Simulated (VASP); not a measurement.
# Al2O3 (P-3m1) in VASP: further runs

The runs below take Al2O3 through single point, relaxation of cell and atoms, with LDA.

Everything below comes from runs of VASP 6.6.1. Logs are shortened: lines on timing, memory, paths and dates and some standing lists are left out, and cuts for length are marked.

### Step 1. The cell of the first run

Symmetry: P-3m1, No. 164, trigonal system. The conventional cell has a = 2.965 Å, b = 2.965 Å, c = 7.437 Å, α = 90.00°, β = 90.00°, γ = 120.00°. Al (site symmetry 3m) has 4 O at 1.66 to 1.81 Å within 2.2 Å. O (site symmetry 3m) has 3 Al at 1.81 Å within 2.4 Å. Within 2.2 Å of O (site symmetry -3m) lie 2 Al at 1.66 Å.

### Step 2. Single point, LDA

File INCAR:

```
SYSTEM = Al2O3
PREC     = Accurate       ! precision mode
ENCUT    = 520            ! plane-wave cutoff, eV
EDIFF    = 1E-7           ! SCF threshold, eV
ISMEAR   = 0              ! smearing method
SIGMA    = 0.1            ! smearing width, eV
LREAL    = .FALSE.        ! projectors in reciprocal space
LASPH    = .TRUE.         ! aspherical terms in the spheres
NELM     = 80             ! most SCF steps
ALGO     = Normal         ! electronic algorithm
ISIF     = 2              ! what is computed and relaxed
LWAVE    = .FALSE.        ! write WAVECAR
LCHARG   = .FALSE.        ! write CHGCAR
NBANDS   = 20             ! bands
```

File KPOINTS:

```
Automatic mesh
0
G
  6 6 4
  0 0 0
```

File POSCAR:

```
Al2O3
1.0
    2.9651426773      0.0000000000      0.0000000000
   -1.4825713387      2.5678888844      0.0000000000
    0.0000000000      0.0000000000      7.4368752115
Al O
2 3
Direct
    0.0000000000      0.0000000000      0.2768823160
    0.0000000000      0.0000000000      0.7231176840
    0.3333333333      0.6666666667      0.1986045457
    0.6666666667      0.3333333333      0.8013954543
    0.0000000000      0.0000000000      0.5000000000
```

Potentials or basis: VASP PAW LDA potentials, release 64 (Al, O).

The run is started by

```console
cat potpaw_LDA.64/Al/POTCAR potpaw_LDA.64/O/POTCAR > POTCAR
mpirun -np 1 vasp_std > vasp.out
```

OUTCAR:

```text
SYSTEM = Al2O3
   PREC = Accurate
   ENCUT = 520
   EDIFF = 1E-7
   ISMEAR = 0
   LREAL = .FALSE.
   LASPH = .TRUE.
   NELM = 80
   ISIF = 2

 ion  position               nearest neighbor table
   1  0.000  0.000  0.277-   5 1.66   3 1.81   3 1.81   3 1.81   2 3.32
   2  0.000  0.000  0.723-   5 1.66   4 1.81   4 1.81   4 1.81   1 3.32
   3  0.333  0.667  0.199-   1 1.81   1 1.81   1 1.81
   4  0.667  0.333  0.801-   2 1.81   2 1.81   2 1.81
   5  0.000  0.000  0.500-   1 1.66   2 1.66

  LATTYP: Found a hexagonal cell.
 ALAT       =     2.9651426773
 C/A-ratio  =     2.5081002909

  Lattice vectors:

 A1 = (   2.9651426773,   0.0000000000,   0.0000000000)
 A2 = (  -1.4825713387,   2.5678888844,   0.0000000000)
 A3 = (   0.0000000000,   0.0000000000,   7.4368752115)

Analysis of symmetry for initial positions (statically):
=====================================================================
 Subroutine PRICEL returns:
 Original cell was already a primitive cell.

 Routine SETGRP: Setting up the symmetry group for a
 hexagonal supercell.

 Subroutine GETGRP returns: Found 12 space group operations
 (whereof 12 operations were pure point group operations)
 out of a pool of 24 trial point group operations.

The static configuration has the point symmetry D_3d.

Analysis of symmetry for dynamics (positions and initial velocities):
=====================================================================
 Subroutine PRICEL returns:
 Original cell was already a primitive cell.

 Routine SETGRP: Setting up the symmetry group for a
 hexagonal supercell.

 Subroutine GETGRP returns: Found 12 space group operations
 (whereof 12 operations were pure point group operations)
 out of a pool of 24 trial point group operations.

The dynamic configuration has the point symmetry D_3d.

 Subroutine INISYM returns: Found 12 space group operations
 (whereof 12 operations are pure point group operations),
 and found     1 'primitive' translations

----------------------------------------------------------------------------------------

                                     Primitive cell

  volume of cell :      56.6255

  direct lattice vectors                    reciprocal lattice vectors
     2.965142677  0.000000000  0.000000000     0.337251899  0.194712475  0.000000000
    -1.482571339  2.567888884  0.000000000     0.000000000  0.389424950  0.000000000
     0.000000000  0.000000000  7.436875212     0.000000000  0.000000000  0.134465077

  length of vectors
     2.965142677  2.965142677  7.436875212     0.389424950  0.389424950  0.134465077

  position of ions in fractional coordinates (direct lattice)
     0.000000000  0.000000000  0.276882316
     0.000000000  0.000000000  0.723117684
     0.333333333  0.666666667  0.198604546
     0.666666667  0.333333333  0.801395454
     0.000000000  0.000000000  0.500000000

  ion indices of the primitive-cell ions
   primitive index   ion index
                 1           1
                 2           2
                 3           3
                 4           4
                 5           5

----------------------------------------------------------------------------------------

 KPOINTS: Automatic mesh

Automatic generation of k-mesh.
 Grid dimensions read from file:
 generate k-points for:    6    6    4

 Generating k-lattice:

  Cartesian coordinates                     Fractional coordinates (reciprocal lattice)
     0.056208650  0.032452079  0.000000000     0.166666667  0.000000000  0.000000000
     0.000000000  0.064904158  0.000000000     0.000000000  0.166666667  0.000000000
     0.000000000  0.000000000  0.033616269     0.000000000  0.000000000  0.250000000

  Length of vectors
     0.064904158  0.064904158  0.033616269

  Shift w.r.t. Gamma in fractional coordinates (k-lattice)
     0.000000000  0.000000000  0.000000000

 Subroutine IBZKPT returns following result:
 ===========================================

 Found     24 irreducible k-points:

 Following reciprocal coordinates:
            Coordinates               Weight
  0.000000  0.000000  0.000000      1.000000
  0.166667  0.000000  0.000000      6.000000
  0.333333 -0.000000  0.000000      6.000000
  0.500000  0.000000  0.000000      3.000000
  0.166667  0.166667  0.000000      6.000000
  0.333333  0.166667  0.000000     12.000000
[... 16 lines left out ...]
  0.333333  0.166667  0.500000     12.000000
  0.333333  0.333333  0.500000      2.000000
   k-points           NKPTS =     24   k-points in BZ     NKDIM =     24   number of bands    NBANDS=     20
   number of dos      NEDOS =    301   number of ions     NIONS =      5
   total plane-waves  NPLWV =  32256
   dimension x,y,z NGX =    24 NGY =   24 NGZ =   56
   dimension x,y,z NGXF=    48 NGYF=   48 NGZF=  112
   ions per type =               2   3
   NGX,Y,Z   is equivalent  to a cutoff of  13.46, 13.46, 12.52 a.u.
   NGXF,Y,Z  is equivalent  to a cutoff of  26.91, 26.91, 25.04 a.u.
 SYSTEM =  Al2O3
   PREC   = accura    normal or accurate (medium, high low for compatibility)
   ISTART =      0    job   : 0-new  1-cont  2-samecut
   ICHARG =      2    charge: 1-file 2-atom 10-const
   ISPIN  =      1    spin polarized calculation?
   LNONCOLLINEAR =      F non collinear calculations
   LSORBIT =      F    spin-orbit coupling
   LASPH  =      T    aspherical Exc in radial PAW
   ENCUT  =  520.0 eV  38.22 Ry    6.18 a.u.   5.51  5.51 13.83*2*pi/ulx,y,z
   NELM   =     80;   NELMIN=  2; NELMDL= -5     # of ELM steps
   EDIFF  = 0.1E-06   stopping-criterion for ELM
   LREAL  =      F    real-space projection
   EDIFFG = 0.1E-05   stopping-criterion for IOM
   NSW    =      0    number of steps for IOM
   IBRION =     -1    ionic relax: 0-MD 1-quasi-New 2-CG
   NFREE  =      0    steps in history (QN), initial steepest desc. (CG)
   ISIF   =      2    stress and relaxation
   ISYM   =      2    0-nonsym 1-usesym 2-fastsym
   POTIM  = 0.5000    time-step for ionic-motion
   TEBEG  =    0.0;   TEEND  =   0.0 temperature during run
   PSTRESS=    0.0 pullay stress
   NELECT =      24.0000    total number of electrons
   NUPDOWN=      -1.0000    fix difference up-down
   EMIN   =  10.00;   EMAX   =-10.00  energy-range for DOS
   EFERMI =   0.00;   METHOD = LEGACY
   ISMEAR =     0;   SIGMA  =   0.10  broadening in eV -4-tet -1-fermi 0-gaus
   EFERMI_NEDOS =   21; number of points for ismear=-14 and -15
   IALGO  =     38    algorithm
   IMIX   =      4    mixing-type and parameters
     AMIX     =   0.40;   BMIX     =  1.00
     AMIX_MAG =   1.60;   BMIX_MAG =  1.00
  volume/ion in A,a.u.               =      11.33        76.43
  Fermi-wavevector in a.u.,A,eV,Ry     =   1.229724  2.323842 20.575032  1.512222
  Thomas-Fermi vector in A             =   2.364601
   LORBIT       =      0    0 simple, 1 ext, 2 COOP (PROOUT), +10 PAW based schemes
   GGA     = CA    functional components
   LHFCALC =     F    Hartree Fock is set to
   AEXX    =    0.0000 exact exchange contribution
   IVDW    =     0    specifies the selected vdW correction
   LEPSILON=     F    determine dielectric tensor
   LRPA    =     F    only Hartree local field effects (RPA)
 non-spin polarized calculation
 Gauss-broadening in eV      SIGMA  =   0.10
  energy-cutoff  :      520.00
  volume of cell :       56.63
 maximum number of plane-waves:      1600
 NGX is ok and might be reduce to    24
   NGX = 11   NGY = 11   NGZ = 27

 number of electron      24.0000001 magnetization

 Free energy of the ion-electron system (eV)
  ---------------------------------------------------
  ext. energy  EPLUGINS =         0.00000000
  ---------------------------------------------------
  free energy    TOTEN  =       -39.74967929 eV

  energy without entropy =      -39.74967929  energy(sigma->0) =      -39.74967929

 E-fermi :   4.5393     XC(G=0): -10.4786

 val. band max:        4.0080407361   @ k =   0.0000   0.0000   0.0000
 cond. band min:       6.4829617740   @ k =   0.0000   0.0000   0.0000
 fundamental gap:      2.4749210379
 Fermi energy:         4.5392955778

 k-point     1 :       0.0000    0.0000    0.0000
  band No.  band energies     occupation
      1     -15.6612      2.00000
      2     -15.4267      2.00000
      3     -12.7164      2.00000
      4      -2.0351      2.00000
      5      -0.7937      2.00000
      6       0.1310      2.00000
[... 12 lines left out ...]
     19      16.2198      0.00000
     20      16.5604      0.00000

 k-point     2 :       0.1667    0.0000    0.0000
  band No.  band energies     occupation
      1     -15.4262      2.00000
      2     -15.2210      2.00000
      3     -12.5897      2.00000
      4      -2.0065      2.00000
      5      -1.0047      2.00000
      6      -0.6338      2.00000
[... 12 lines left out ...]
     19      16.1732      0.00000
     20      16.8181      0.00000

 k-point     3 :       0.3333   -0.0000    0.0000
  band No.  band energies     occupation
      1     -14.8947      2.00000
      2     -14.7747      2.00000
      3     -12.3339      2.00000
      4      -2.9365      2.00000
      5      -2.6028      2.00000
      6      -0.6843      2.00000
[... 12 lines left out ...]
     19      15.7127      0.00000
     20      17.4352      0.00000

 k-point     4 :       0.5000    0.0000    0.0000
  band No.  band energies     occupation
      1     -14.5693      2.00000
      2     -14.5481      2.00000
      3     -12.2088      2.00000
      4      -3.5782      2.00000
      5      -3.3305      2.00000
      6      -0.5872      2.00000
[... 429 lines left out ...]
 k-point    23 :       0.3333    0.1667    0.5000
  band No.  band energies     occupation
      1     -14.5786      2.00000
      2     -14.5550      2.00000
      3     -12.2049      2.00000
      4      -3.2783      2.00000
      5      -2.8310      2.00000
      6      -1.3284      2.00000
[... 12 lines left out ...]
     19      15.7794      0.00000
     20      16.5008      0.00000

 k-point    24 :       0.3333    0.3333    0.5000
  band No.  band energies     occupation
      1     -14.4298      2.00000
      2     -14.4298      2.00000
      3     -12.1380      2.00000
      4      -2.7920      2.00000
      5      -2.4475      2.00000
      6      -2.4475      2.00000
[... 12 lines left out ...]
     19      15.6946      0.00000
     20      15.7402      0.00000

------------------------ aborting loop because EDIFF is reached ----------------------------------------

  FORCE on cell =-STRESS in cart. coord.  units (eV):
  Direction    XX          YY          ZZ          XY          YZ          ZX
  --------------------------------------------------------------------------------------
  -------------------------------------------------------------------------------------
  Total        0.0989117      0.0989117      0.4285192     -0.0000000      0.0000000      0.0000000
  in kB        2.7986335      2.7986335     12.1246324     -0.0000000      0.0000000      0.0000000
  external PRESSURE =       5.9072998 kB  Pullay stress =       0.0000000 kB

 VOLUME and BASIS-vectors are now :
 -----------------------------------------------------------------------------
  energy-cutoff  :      520.00
  volume of cell :       56.63
      direct lattice vectors                 reciprocal lattice vectors
     2.965142677  0.000000000  0.000000000     0.337251899  0.194712475  0.000000000
    -1.482571339  2.567888884  0.000000000     0.000000000  0.389424950  0.000000000
     0.000000000  0.000000000  7.436875212     0.000000000  0.000000000  0.134465077

 POSITION                                       TOTAL-FORCE (eV/Angst)
 -----------------------------------------------------------------------------------
      0.00000      0.00000      2.05914         0.000000      0.000000     -0.143486
      0.00000      0.00000      5.37774        -0.000000     -0.000000      0.143486
     -0.00000      1.71193      1.47700         0.000000     -0.000000     -0.033258
      1.48257      0.85596      5.95988        -0.000000      0.000000      0.033258
      0.00000      0.00000      3.71844         0.000000      0.000000      0.000000
 -----------------------------------------------------------------------------------
    total drift:                                0.000000     -0.000000      0.000000

  FREE ENERGIE OF THE ION-ELECTRON SYSTEM (eV)
  ---------------------------------------------------
  free  energy   TOTEN  =       -39.7496792862 eV

  energy  without entropy=      -39.7496792862  energy(sigma->0) =      -39.74967929
```

Wall time 44 s (1 thread of Intel Xeon 8259CL, shared host); peak memory 0.16 GiB.

Results:

```
Free energy            : -39.7497 eV
Pressure               : 0.6 GPa
Largest force          : 0.143 eV/Å
Band gap on the k mesh : 2.48 eV
```

Forces in eV/Å, atoms in the order of the input:
```
Al   0.000  0.000 -0.143
Al   0.000  0.000  0.143
O    0.000  0.000 -0.033
O    0.000  0.000  0.033
O    0.000  0.000  0.000
```

Stress tensor (GPa, compression positive):
```
0.28 0.00 0.00
0.00 0.28 0.00
0.00 0.00 1.21
```

Levels at points of the mesh, in eV from the valence-band top:
| k point | band 9 | band 10 | band 11 | band 12 | band 13 | band 14 | band 15 | band 16 |
| --- | --- | --- | --- | --- | --- | --- | --- | --- |
| (0.00, 0.00, 0.00) | -3.86 | -2.43 | 0.00 | 0.00 | 2.47 | 4.55 | 7.43 | 10.62 |
| (0.50, 0.00, 0.00) | -3.69 | -3.26 | -1.91 | -0.53 | 4.44 | 6.22 | 8.22 | 9.09 |
| (0.00, 0.00, 0.50) | -3.80 | -3.30 | 0.00 | 0.00 | 3.41 | 3.60 | 8.23 | 8.79 |
| (0.50, 0.00, 0.50) | -3.60 | -3.53 | -1.83 | -0.53 | 4.97 | 5.50 | 8.28 | 8.61 |

A k mesh can miss the band edges.

[end of part 1 of 2]
